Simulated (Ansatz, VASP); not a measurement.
## One calculation of B, two programs

```
B
1.0
     1.57303   -2.57094    0.00000
     1.57303    2.57094    0.00000
     0.00000    0.00000    5.88855
B
6
Direct
  0.50000 0.50000 0.25000
  0.50000 0.50000 0.75000
  0.33266 0.17028 0.00000
  0.66734 0.82972 0.00000
  0.17028 0.33266 0.50000
  0.82972 0.66734 0.50000
```

Alike in both runs: functional PBE; k mesh 6 × 6 × 4; occupations gaussian, width 0.1 eV; no spin polarisation.

Ansatz relaxed the structure, and its values are those at the end. VASP's run is a single point on that final structure, the one shown.

|  | VASP | Ansatz |
| --- | --- | --- |
| version | VASP 6.6.1 | Ansatz 0.2.0 |
| potentials or method | VASP PAW PBE potentials, release 64 (B), cutoff 520 eV | scalar-relativistic, plane waves, PAW |
| valence electrons in the cell | 18 | 18 |

```csv
,VASP,Ansatz,Ansatz less VASP
gap on the k mesh at the Fermi level (eV),none,none,-
pressure (GPa),0.0,0.0,-0.02
rms of the force components (eV/Å),0.006,0.005,-0.0017
```

A gap of «none» marks a metal or a gap that the smearing closes.

The k mesh is coarse, so the values compare programs but aren't converged.
